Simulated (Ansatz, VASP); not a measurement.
## One calculation of GaGe, two programs

The input INCAR:

```
ALGO = Normal
EDIFF = 1E-6
ENCUT = 520
GGA = PE
ISIF = 2
ISMEAR = 1
LASPH = True
LCHARG = True
LELF = True
LREAL = False
LVHAR = True
LWAVE = False
NBANDS = 20
NELM = 80
PREC = Accurate
SIGMA = 0.1
```

The input KPOINTS:

```
k-points
0
Gamma
  5 5 5
```

File POSCAR:

```
GaGe
1.0
    0.0183900000      2.8675200000      2.9496800000
    2.8614600000      0.0214000000      2.9466800000
    2.8651800000      2.8682400000      0.0176700000
Ga Ge
1 1
Direct
    0.7470400000      0.7624000000      0.7499000000
    0.9828000000      0.0122600000      0.0002100000
```

Input for Ansatz:

```yaml
crystal:
  lattice:
    - [0.01839, 2.86752, 2.94968]
    - [2.86146, 0.0214, 2.94668]
    - [2.86518, 2.86824, 0.01767]
  atoms:
    - { symbol: Ga, position: [0.74704, 0.7624, 0.7499] }
    - { symbol: Ge, position: [0.9828, 0.01226, 0.00021] }
basis:
  ecutwfc: 470.0
kpoints:
  mp_grid: { grid: [5, 5, 5] }
hamiltonian:
  xc: pbe
scf:
  occupations: { method: methfessel_paxton }
output:
  forces: true
```

Alike in both runs: task single point; functional PBE; k mesh 5 × 5 × 5; no spin polarisation.

```csv
,VASP,Ansatz
version,VASP 6.6.1,Ansatz 0.2.0
potentials or method,"VASP PAW PBE potentials, release 64 (Ga_d, Ge_d), cutoff 520 eV","plane waves, PAW"
occupations,"methfessel-paxton of order 1, width 0.1 eV",methfessel-paxton of order 1
valence electrons in the cell,27,27
```

|  | VASP | Ansatz | Ansatz less VASP |
| --- | --- | --- | --- |
| rms of the force components (eV/Å) | 0.152 | 0.152 | -0.0002 |

Atom by atom the forces differ by 0.000 eV/Å (rms over components).

The k mesh is coarse, so the values compare programs but aren't converged.
